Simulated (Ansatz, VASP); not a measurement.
## One calculation of Au, two programs

INCAR

```
ALGO     = Normal         # electronic algorithm
EDIFF    = 1E-6           # SCF threshold, eV
ENCUT    = 500            # plane-wave cutoff, eV
GGA      = PE             # functional
GGA_COMPAT= False        
ISIF     = 2              # what is computed and relaxed
ISMEAR   = 0              # smearing method
LASPH    = True           # aspherical terms in the spheres
LCHARG   = True           # write CHGCAR
LELF     = True           # ELF
LREAL    = False          # projectors in reciprocal space
LVHAR    = True         
LWAVE    = False          # write WAVECAR
NBANDS   = 12             # bands
NELM     = 120            # most SCF steps
PREC     = Accurate       # precision mode
SIGMA    = 0.016          # smearing width, eV
```

Contents of KPOINTS:

```
k-points
0
Gamma
  11 11 11
```

File POSCAR:

```
Au
1.0
   -1.6572690000      1.6572690000      1.6572690000
    1.6572690000     -1.6572690000      1.6572690000
    1.6572690000      1.6572690000     -1.6572690000
Au
1
Direct
    0.0000000000      0.0000000000      0.0000000000
```

File input.yaml:

```yaml
crystal:
  lattice:
    - [-1.657269, 1.657269, 1.657269]
    - [1.657269, -1.657269, 1.657269]
    - [1.657269, 1.657269, -1.657269]
  atoms:
    - { symbol: Au, position: [0.0, 0.0, 0.0] }
hamiltonian:
  xc: pbe
  pseudopotentials: { kind: paw }
kpoints:
  mp_grid: { grid: [11, 11, 11] }
scf:
  occupations: { method: gaussian, width: 0.016 }
output:
  forces: true
  stress: true
  eigenvalues: true
  write_density: true
  write_potential: true
  elf: true
  volumetric_format: npy
```

Alike in both runs: task single point; functional PBE; k mesh 11 × 11 × 11; occupations gaussian, width 0.016 eV; no spin polarisation.

```csv
,VASP,Ansatz
version,VASP 6.6.1,Ansatz 0.2.0
potentials or method,"VASP PAW PBE potentials, release 64 (Au)",Ansatz PAW
plane-wave cutoff (eV),500,420
valence electrons in the cell,11,19
```

```csv
,VASP,Ansatz,Ansatz less VASP
gap on the k mesh at the Fermi level (eV),none,none,-
pressure (GPa),-1.1,-0.9,+0.21
```

A gap of «none» marks a metal or a gap that the smearing closes. The functional is the same, so the differences come from potentials, cutoffs and numerics. VASP's potentials hold 11 valence electrons a cell and Ansatz's 19, so a difference there can come from the potentials and not from the codes.

Neither program's run includes spin-orbit coupling.
